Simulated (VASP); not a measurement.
# Sn3TeW (P6/mmm) in VASP: further runs

Sn3TeW is run at these levels: PBE; tasks: single point, relaxation of cell and atoms.

All numbers are computed with VASP 6.6.1; they aren't measurements. Logs are shortened: lines on timing, memory, paths and dates and some standing lists are left out, and cuts for length are marked.

**1. The cell of the first run**

It takes space group P6/mmm (No. 191, hexagonal). The conventional cell has a = 4.870 Å, b = 4.870 Å, c = 6.756 Å, α = 90.00°, β = 90.00°, γ = 120.00°. Sn (site symmetry mmm) has 2 Te at 2.43 Å and 4 Sn at 2.43 Å within 3.2 Å. Te (site symmetry 6/mmm) has 6 Sn at 2.43 Å within 3.2 Å. Within 4.4 Å of W (site symmetry 6/mmm) lie 2 Te at 3.38 Å and 12 Sn at 4.16 Å.

**2. Single point, PBE**

INCAR reads:

```
SYSTEM = Sn3TeW
PREC     = Accurate       ! precision mode
ENCUT    = 520            ! plane-wave cutoff, eV
EDIFF    = 1E-6           ! SCF threshold, eV
ISMEAR   = 0              ! smearing method
SIGMA    = 0.1            ! smearing width, eV
LREAL    = .False.        ! projectors in reciprocal space
LASPH    = .True.         ! aspherical terms in the spheres
NELM     = 80             ! most SCF steps
ALGO     = Fast           ! electronic algorithm
ISIF     = 2              ! what is computed and relaxed
LWAVE    = .False.        ! write WAVECAR
LCHARG   = .False.        ! write CHGCAR
GGA      = PE             ! functional
NBANDS   = 39             ! bands
```

KPOINTS reads:

```
Automatic mesh
0
Gamma
  6 6 4
  0 0 0
```

POSCAR reads:

```
Sn3TeW
1.0
    4.8697614600      0.0000000000      0.0000000000
   -2.4348807300      4.2173371400      0.0000000000
    0.0000000000      0.0000000000      6.7559948800
Sn Te W
3 1 1
Direct
    0.5000000000      0.0000000000      0.0000000000
    0.0000000000      0.5000000000      0.0000000000
    0.5000000000      0.5000000000      0.0000000000
    0.0000000000      0.0000000000      0.0000000000
    0.0000000000      0.0000000000      0.5000000000
```

Potentials or basis: VASP PAW PBE potentials, release 64 (Sn_d, Te, W_sv).

Run with:

```
$ cat potpaw_PBE.64/Sn_d/POTCAR potpaw_PBE.64/Te/POTCAR potpaw_PBE.64/W_sv/POTCAR > POTCAR
$ mpirun -np 1 vasp_std > vasp.out
```

OUTCAR:

```text
SYSTEM = Sn3TeW
   PREC = Accurate
   ENCUT = 520
   EDIFF = 1E-6
   ISMEAR = 0
   LREAL = .False.
   LASPH = .True.
   NELM = 80
   ISIF = 2
   GGA = PE

 ion  position               nearest neighbor table
   1  0.500  0.000  0.000-   4 2.43   4 2.43   2 2.43   3 2.43   3 2.43   2 2.43
   2  0.000  0.500  0.000-   3 2.43   3 2.43   4 2.43   4 2.43   1 2.43   1 2.43
   3  0.500  0.500  0.000-   2 2.43   2 2.43   4 2.43   1 2.43   1 2.43   4 2.43
   4  0.000  0.000  0.000-   1 2.43   1 2.43   3 2.43   2 2.43   2 2.43   3 2.43   5 3.38   5 3.38

   5  0.000  0.000  0.500-   4 3.38   4 3.38

  LATTYP: Found a hexagonal cell.
 ALAT       =     4.8697614600
 C/A-ratio  =     1.3873358963

  Lattice vectors:

 A1 = (   4.8697614600,   0.0000000000,   0.0000000000)
 A2 = (  -2.4348807300,   4.2173371400,   0.0000000000)
 A3 = (   0.0000000000,   0.0000000000,   6.7559948800)

Analysis of symmetry for initial positions (statically):
=====================================================================
 Subroutine PRICEL returns:
 Original cell was already a primitive cell.

 Routine SETGRP: Setting up the symmetry group for a
 hexagonal supercell.

 Subroutine GETGRP returns: Found 24 space group operations
 (whereof 24 operations were pure point group operations)
 out of a pool of 24 trial point group operations.

The static configuration has the point symmetry D_6h.

Analysis of symmetry for dynamics (positions and initial velocities):
=====================================================================
 Subroutine PRICEL returns:
 Original cell was already a primitive cell.

 Routine SETGRP: Setting up the symmetry group for a
 hexagonal supercell.

 Subroutine GETGRP returns: Found 24 space group operations
 (whereof 24 operations were pure point group operations)
 out of a pool of 24 trial point group operations.

The dynamic configuration has the point symmetry D_6h.

 Subroutine INISYM returns: Found 24 space group operations
 (whereof 24 operations are pure point group operations),
 and found     1 'primitive' translations

----------------------------------------------------------------------------------------

                                     Primitive cell

  volume of cell :     138.7507

  direct lattice vectors                    reciprocal lattice vectors
     4.869761460  0.000000000  0.000000000     0.205348867  0.118558224  0.000000000
    -2.434880730  4.217337140  0.000000000     0.000000000  0.237116447  0.000000000
     0.000000000  0.000000000  6.755994880     0.000000000  0.000000000  0.148016690

  length of vectors
     4.869761460  4.869761465  6.755994880     0.237116448  0.237116447  0.148016690

  position of ions in fractional coordinates (direct lattice)
     0.500000000  0.000000000  0.000000000
     0.000000000  0.500000000  0.000000000
     0.500000000  0.500000000  0.000000000
     0.000000000  0.000000000  0.000000000
     0.000000000  0.000000000  0.500000000

  ion indices of the primitive-cell ions
   primitive index   ion index
                 1           1
                 2           2
                 3           3
                 4           4
                 5           5

----------------------------------------------------------------------------------------

 KPOINTS: Automatic mesh

Automatic generation of k-mesh.
 Grid dimensions read from file:
 generate k-points for:    6    6    4

 Generating k-lattice:

  Cartesian coordinates                     Fractional coordinates (reciprocal lattice)
     0.034224811  0.019759704  0.000000000     0.166666667  0.000000000  0.000000000
     0.000000000  0.039519408  0.000000000     0.000000000  0.166666667  0.000000000
     0.000000000  0.000000000  0.037004173     0.000000000  0.000000000  0.250000000

  Length of vectors
     0.039519408  0.039519408  0.037004173

  Shift w.r.t. Gamma in fractional coordinates (k-lattice)
     0.000000000  0.000000000  0.000000000

 Subroutine IBZKPT returns following result:
 ===========================================

 Found     21 irreducible k-points:

 Following reciprocal coordinates:
            Coordinates               Weight
  0.000000  0.000000  0.000000      1.000000
  0.166667  0.000000  0.000000      6.000000
  0.333333  0.000000  0.000000      6.000000
  0.500000  0.000000  0.000000      3.000000
  0.166667  0.166667  0.000000      6.000000
  0.333333  0.166667  0.000000     12.000000
[... 13 lines left out ...]
  0.333333  0.166667  0.500000     12.000000
  0.333333  0.333333  0.500000      2.000000
   k-points           NKPTS =     21   k-points in BZ     NKDIM =     21   number of bands    NBANDS=     39
   number of dos      NEDOS =    301   number of ions     NIONS =      5
   total plane-waves  NPLWV =  64800
   dimension x,y,z NGX =    36 NGY =   36 NGZ =   50
   dimension x,y,z NGXF=    72 NGYF=   72 NGZF=  100
   ions per type =               3   1   1
[... 35 lines left out ...]
  Thomas-Fermi vector in A             =   2.385525
   LORBIT       =      0    0 simple, 1 ext, 2 COOP (PROOUT), +10 PAW based schemes
   GGA     = PE    functional components
   LHFCALC =     F    Hartree Fock is set to
   AEXX    =    0.0000 exact exchange contribution
   IVDW    =     0    specifies the selected vdW correction
   LEPSILON=     F    determine dielectric tensor
   LRPA    =     F    only Hartree local field effects (RPA)
 non-spin polarized calculation
 RMM-DIIS sequential band-by-band and
 Gauss-broadening in eV      SIGMA  =   0.10
  energy-cutoff  :      520.00
  volume of cell :      138.75
 maximum number of plane-waves:      3768
   NGX = 19   NGY = 19   NGZ = 25

 number of electron      61.9999997 magnetization

 Free energy of the ion-electron system (eV)
  ---------------------------------------------------
  ext. energy  EPLUGINS =         0.00000000
  ---------------------------------------------------
  free energy    TOTEN  =         1.04833395 eV

  energy without entropy =        1.11535380  energy(sigma->0) =        1.08184388

 E-fermi :   7.5129     XC(G=0):  -9.7049

 val. band max:        7.4997870255   @ k =   0.1667   0.0000   0.2500
 cond. band min:       7.5243650744   @ k =   0.3333   0.3333   0.5000
 fundamental gap:      0.0245780488
 Fermi energy:         7.5128954861

 k-point     1 :       0.0000    0.0000    0.0000
  band No.  band energies     occupation
      1     -67.0317      2.00000
      2     -31.1941      2.00000
      3     -31.1941      2.00000
      4     -31.0288      2.00000
      5     -17.3359      2.00000
      6     -16.9355      2.00000
[... 31 lines left out ...]
     38      12.5690      0.00000
     39      13.0583      0.00000

 k-point     2 :       0.1667    0.0000    0.0000
  band No.  band energies     occupation
      1     -67.0317      2.00000
      2     -31.1943      2.00000
      3     -31.1941      2.00000
      4     -31.0288      2.00000
      5     -17.2245      2.00000
      6     -16.9119      2.00000
[... 31 lines left out ...]
     38      12.5888      0.00000
     39      12.8988      0.00000

 k-point     3 :       0.3333    0.0000    0.0000
  band No.  band energies     occupation
      1     -67.0317      2.00000
      2     -31.1947      2.00000
      3     -31.1942      2.00000
      4     -31.0288      2.00000
      5     -16.9894      2.00000
      6     -16.8157      2.00000
[... 31 lines left out ...]
     38      10.2669      0.00000
     39      10.6523      0.00000

 k-point     4 :       0.5000    0.0000    0.0000
  band No.  band energies     occupation
      1     -67.0317      2.00000
      2     -31.1949      2.00000
      3     -31.1943      2.00000
      4     -31.0288      2.00000
      5     -16.9347      2.00000
      6     -16.5951      2.00000
[... 31 lines left out ...]
     38       9.4132      0.00000
     39      12.3174      0.00000
[... 628 lines left out ...]
     38      10.1276      0.00000
     39      12.0007      0.00000

 k-point    20 :       0.3333    0.1667    0.5000
  band No.  band energies     occupation
      1     -67.0317      2.00000
      2     -31.1948      2.00000
      3     -31.1944      2.00000
      4     -31.0288      2.00000
      5     -16.8312      2.00000
      6     -16.6457      2.00000
[... 31 lines left out ...]
     38      10.6097      0.00000
     39      11.2414      0.00000

 k-point    21 :       0.3333    0.3333    0.5000
  band No.  band energies     occupation
      1     -67.0317      2.00000
      2     -31.1946      2.00000
      3     -31.1946      2.00000
      4     -31.0287      2.00000
      5     -16.6714      2.00000
      6     -16.3685      2.00000
[... 31 lines left out ...]
     38      11.4932      0.00000
     39      11.5511      0.00000

------------------------ aborting loop because EDIFF is reached ----------------------------------------

  FORCE on cell =-STRESS in cart. coord.  units (eV):
  Direction    XX          YY          ZZ          XY          YZ          ZX
  --------------------------------------------------------------------------------------
  -------------------------------------------------------------------------------------
  Total       91.8823299     91.8823301     -9.9587279      0.0000000      0.0000000     -0.0000000
  in kB     1060.9801559   1060.9801585   -114.9950446      0.0000000      0.0000000     -0.0000000
  external PRESSURE =     668.9884233 kB  Pullay stress =       0.0000000 kB

 VOLUME and BASIS-vectors are now :
 -----------------------------------------------------------------------------
  energy-cutoff  :      520.00
  volume of cell :      138.75
      direct lattice vectors                 reciprocal lattice vectors
     4.869761460  0.000000000  0.000000000     0.205348867  0.118558224  0.000000000
    -2.434880730  4.217337140  0.000000000     0.000000000  0.237116447  0.000000000
     0.000000000  0.000000000  6.755994880     0.000000000  0.000000000  0.148016690

 POSITION                                       TOTAL-FORCE (eV/Angst)
 -----------------------------------------------------------------------------------
      2.43488      0.00000      0.00000        -0.000000      0.000000      0.000000
     -1.21744      2.10867      0.00000         0.000000      0.000000      0.000000
      1.21744      2.10867      0.00000         0.000000      0.000000      0.000000
      0.00000      0.00000      0.00000        -0.000000      0.000000      0.000000
      0.00000      0.00000      3.37800         0.000000      0.000000      0.000000
 -----------------------------------------------------------------------------------
    total drift:                                0.000000      0.000000     -0.000000

  FREE ENERGIE OF THE ION-ELECTRON SYSTEM (eV)
  ---------------------------------------------------
  free  energy   TOTEN  =         1.0483339543 eV

  energy  without entropy=        1.1153538043  energy(sigma->0) =        1.08184388
```

It took 65 s on 1 thread of Intel Xeon 6975P-C (Granite Rapids), shared host; peak memory 0.29 GiB.

What came out:

| Property | Result |
| --- | --- |
| Free energy | 1.0483 eV |
| Pressure | 66.9 GPa |
| Band gap on the k mesh | zero (band 31 reaches 7.68 eV, above the bottom of band 32 at 7.36 eV) |

Stress tensor (GPa, compression positive):
```
106.10   0.00   0.00
  0.00 106.10   0.00
  0.00   0.00 -11.50
```

Levels at points of the mesh, in eV from the Fermi level:
| k point | band 29 | band 30 | band 31 | band 32 | band 33 | band 34 |
| --- | --- | --- | --- | --- | --- | --- |
| (0.00, 0.00, 0.00) | -0.33 | -0.19 | -0.16 | -0.16 | -0.01 | -0.01 |
| (0.50, 0.00, 0.00) | -0.69 | -0.02 | 0.01 | 0.22 | 0.35 | 0.43 |
| (0.00, 0.00, 0.50) | -0.78 | -0.22 | -0.22 | 0.08 | 0.08 | 1.32 |
| (0.50, 0.00, 0.50) | -0.26 | 0.01 | 0.17 | 0.29 | 0.33 | 0.38 |

Caveat: spin-orbit coupling is left out, which moves the levels of the heavy elements.

**3. Single point, PBE**

This run uses another cell than the first one, of 36.02 Å³/atom, 1.298 times its volume.

INCAR reads:

```
SYSTEM = Sn3TeW
ALGO = Fast
EDIFF = 1E-6
ENCUT = 520
GGA = PE
ISIF = 2
ISMEAR = 0
LASPH = .TRUE.
LCHARG = .FALSE.
LREAL = .FALSE.
LWAVE = .FALSE.
NBANDS = 39
NELM = 100
PREC = Accurate
SIGMA = 0.1
```

KPOINTS reads:

```
k-points
0
G
  6 6 4
  0 0 0
```

POSCAR: that of step 2 with these lines changed.

```diff
@@ -2,5 +2,5 @@
 1.0
-    4.8697614600      0.0000000000      0.0000000000
-   -2.4348807300      4.2173371400      0.0000000000
-    0.0000000000      0.0000000000      6.7559948800
+    6.4561477118      0.0000000000      0.0000000000
+   -3.2280738559      5.5911879290      0.0000000000
+    0.0000000000      0.0000000000      4.9885773949
 Sn Te W
```

Potentials or basis: VASP PAW PBE potentials, release 64 (Sn_d, Te, W_sv).

Run with:

```
$ cat potpaw_PBE.64/Sn_d/POTCAR potpaw_PBE.64/Te/POTCAR potpaw_PBE.64/W_sv/POTCAR > POTCAR
$ mpirun -np 1 vasp_std > vasp.out
```

It took 76 s on 1 thread of Intel Xeon 6975P-C (Granite Rapids), shared host; peak memory 0.38 GiB.

Results (log left out):

| Quantity | Value |
| --- | --- |
| Free energy | -20.6488 eV |
| Pressure | -0.1 GPa |
| Band gap on the k mesh | zero (band 31 reaches 5.12 eV, above the bottom of band 32 at 4.55 eV) |

Levels at points of the mesh, in eV from the Fermi level:
```tsv
k point	band 27	band 28	band 29	band 30	band 31	band 32	band 33	band 34	band 35	band 36
(0.00, 0.00, 0.00)	-3.16	-0.75	-0.75	-0.57	0.28	0.34	0.34	1.73	2.30	2.30
(0.50, 0.00, 0.00)	-1.87	-1.33	-0.87	-0.63	-0.08	0.21	1.10	1.27	1.41	1.45
(0.00, 0.00, 0.50)	-3.29	-2.47	-0.43	-0.43	0.50	0.50	1.31	2.10	2.10	2.17
(0.50, 0.00, 0.50)	-1.75	-1.52	-1.52	-0.18	0.16	0.26	0.38	1.14	1.40	1.58
```

Caveat: spin-orbit coupling is left out, which moves the levels of the heavy elements.

**4. Single point, PBE**

This run uses another cell than the first one, of 36.07 Å³/atom, 1.300 times its volume.

INCAR reads:

```
SYSTEM = Sn3TeW
PREC = Accurate
ENCUT = 520
EDIFF = 1E-7
ISMEAR = 0
SIGMA = 0.1
LREAL = .FALSE.
LASPH = .TRUE.
NELM = 80
ALGO = Fast
ISIF = 2
LWAVE = .FALSE.
LCHARG = .TRUE.
GGA = PE
LELF = .TRUE.
LVHAR = .TRUE.
NBANDS = 39
```

KPOINTS reads:

```
regular mesh
0
G
  6 6 8
  0 0 0
```

POSCAR: that of step 3 with these lines changed.

```diff
@@ -2,5 +2,5 @@
 1.0
-    6.4561477118      0.0000000000      0.0000000000
-   -3.2280738559      5.5911879290      0.0000000000
-    0.0000000000      0.0000000000      4.9885773949
+    6.4619446225      0.0000000000      0.0000000000
+   -3.2309723113      5.5962082009      0.0000000000
+    0.0000000000      0.0000000000      4.9872265698
 Sn Te W
```

Run with:

```
$ cat potpaw_PBE.64/Sn_d/POTCAR potpaw_PBE.64/Te/POTCAR potpaw_PBE.64/W_sv/POTCAR > POTCAR
$ mpirun -np 1 vasp_std > vasp.out
```

Wall time 2.2 min (1 thread of Intel Xeon 6975P-C (Granite Rapids), shared host); peak memory 0.44 GiB.

Results (log left out):

```
Free energy            : -20.6505 eV
Pressure               : 0.0 GPa
Band gap on the k mesh : zero (band 31 reaches 5.11 eV, above the bottom of band 32 at 4.54 eV)
```

Levels at points of the mesh, in eV from the Fermi level:
```tsv
k point	band 28	band 29	band 30	band 31	band 32	band 33	band 34	band 35
(0.00, 0.00, 0.00)	-0.78	-0.78	-0.58	0.26	0.33	0.33	1.70	2.29
(0.50, 0.00, 0.00)	-1.35	-0.90	-0.64	-0.09	0.20	1.08	1.25	1.40
(0.00, 0.00, 0.50)	-2.49	-0.44	-0.44	0.48	0.48	1.29	2.08	2.08
(0.50, 0.00, 0.50)	-1.54	-1.52	-0.20	0.15	0.24	0.37	1.11	1.38
```

Caveat: spin-orbit coupling is left out, which moves the levels of the heavy elements.

**5. Relaxation of cell and atoms, PBE**

INCAR reads:

```
SYSTEM = Sn3TeW
PREC = Accurate
ENCUT = 600
EDIFF = 1E-6
ISMEAR = 0
SIGMA = 0.1
LREAL = .FALSE.
LASPH = .TRUE.
NELM = 100
ALGO = Fast
ISIF = 3
LWAVE = .FALSE.
LCHARG = .FALSE.
GGA = PE
IBRION = 2
NSW = 90
EDIFFG = -0.04
```

KPOINTS reads:

```
regular mesh
0
G
  6 6 4
  0 0 0
```

POSCAR: that of step 4 with these lines changed.

```diff
@@ -2,5 +2,5 @@
 1.0
-    6.4619446225      0.0000000000      0.0000000000
-   -3.2309723113      5.5962082009      0.0000000000
-    0.0000000000      0.0000000000      4.9872265698
+    4.8697614600      0.0000000000      0.0000000000
+   -2.4348807300      4.2173371400      0.0000000000
+    0.0000000000      0.0000000000      6.7559948800
 Sn Te W
```

Run with:

```
$ cat potpaw_PBE.64/Sn_d/POTCAR potpaw_PBE.64/Te/POTCAR potpaw_PBE.64/W_sv/POTCAR > POTCAR
$ mpirun -np 1 vasp_std > vasp.out
```

It took 32 min on 1 thread of Intel Xeon 6975P-C (Granite Rapids), shared host; peak memory 0.42 GiB.

The run converged. Its results:

```
Free energy                            : -20.6279 eV
Relaxed volume                         : 35.91 Å³/atom
Relaxed cell                           : a = 6.445 Å, b = 6.445 Å, c = 4.992 Å, α = 90.00°, β = 90.00°, γ = 120.00°
Space group after relaxing (to 0.05 Å) : P6/mmm (No. 191)
Energy gained by relaxing              : 4335.1 meV/atom
Ionic steps                            : 15
Pressure after relaxing                : -0.1 GPa
Band gap on the k mesh                 : zero (band 31 reaches 5.15 eV, above the bottom of band 32 at 4.58 eV)
```

Stress tensor (GPa, compression positive):
```
-0.04  0.00  0.00
 0.00 -0.04  0.00
 0.00  0.00 -0.17
```

The path:
```tsv
step	energy change (eV)	largest force (eV/Å)	pressure (GPa)	volume (Å³)
1	0.0000	0.0000	66.97	138.75
2	-11.2648	0.0000	-8.96	446.93
3	-18.3744	0.0000	-5.09	260.00
4	-18.4965	0.0000	-4.76	253.17
5	-18.6271	0.0000	-2.68	228.95
6	-18.6467	0.0000	-3.37	235.08
7	-18.6447	0.0000	-3.16	232.95
8	-20.2368	0.0000	-3.71	208.42
9	-3.7149	0.0000	60.07	133.80
10	-20.6704	0.0000	-3.57	202.06
11	-21.1386	0.0000	5.45	168.09
12	-21.4885	0.0000	-2.15	187.70
13	-21.5768	0.0000	2.02	174.18
14	-21.6702	0.0000	-0.45	180.68
15	-21.6755	0.0000	-0.09	179.56
```

Final structure:
```
Sn Te W
1.0
     6.44452    0.00000    0.00000
    -3.22226    5.58112    0.00000
     0.00000    0.00000    4.99216
Sn Te W
3 1 1
Direct
  0.50000 0.00000 0.00000
  0.00000 0.50000 0.00000
  0.50000 0.50000 0.00000
  0.00000 0.00000 0.00000
  0.00000 0.00000 0.50000
```

Levels at points of the mesh, in eV from the Fermi level:
| k point | band 28 | band 29 | band 30 | band 31 | band 32 | band 33 | band 34 | band 35 |
| --- | --- | --- | --- | --- | --- | --- | --- | --- |
| (0.00, 0.00, 0.00) | -0.75 | -0.75 | -0.57 | 0.27 | 0.34 | 0.34 | 1.71 | 2.30 |
| (0.50, 0.00, 0.00) | -1.34 | -0.88 | -0.63 | -0.08 | 0.21 | 1.10 | 1.26 | 1.40 |
| (0.00, 0.00, 0.50) | -2.48 | -0.43 | -0.43 | 0.50 | 0.50 | 1.32 | 2.11 | 2.11 |
| (0.50, 0.00, 0.50) | -1.53 | -1.52 | -0.18 | 0.16 | 0.25 | 0.37 | 1.13 | 1.40 |

Caveat: the volume moved by over 15 % at a fixed basis, so the end points are rough; spin-orbit coupling is left out, which moves the levels of the heavy elements.

**6. Overview**

| task | cell | k mesh | cutoff (eV) | gap on the mesh (eV) | pressure (GPa) |
| --- | --- | --- | --- | --- | --- |
| single point | a = 4.870, b = 4.870, c = 6.756 Å, angles 90.0, 90.0, 120.0°, 5 atoms | 6 × 6 × 4 | 520 | none | 66.9 |
| single point | a = 6.456, b = 6.456, c = 4.989 Å, angles 90.0, 90.0, 120.0°, 5 atoms | 6 × 6 × 4 | 520 | none | -0.1 |
| single point | a = 6.462, b = 6.462, c = 4.987 Å, angles 90.0, 90.0, 120.0°, 5 atoms | 6 × 6 × 8 | 520 | none | 0.0 |
| relaxation of cell and atoms | relaxed from a = 4.870, b = 4.870, c = 6.756 Å, angles 90.0, 90.0, 120.0°, 5 atoms | 6 × 6 × 4 | 600 | none | -0.1 |

Alike in all rows: level PBE; potentials or basis VASP PAW PBE potentials, release 64 (Sn_d, Te, W_sv); no spin polarisation; smearing gaussian 0.1 eV.

Caveats: spin-orbit coupling is left out, which moves the levels of the heavy elements; the volume moved by over 15 % at a fixed basis, so the end points are rough (some runs).

Absolute energies hang on the potentials; compare differences alone.
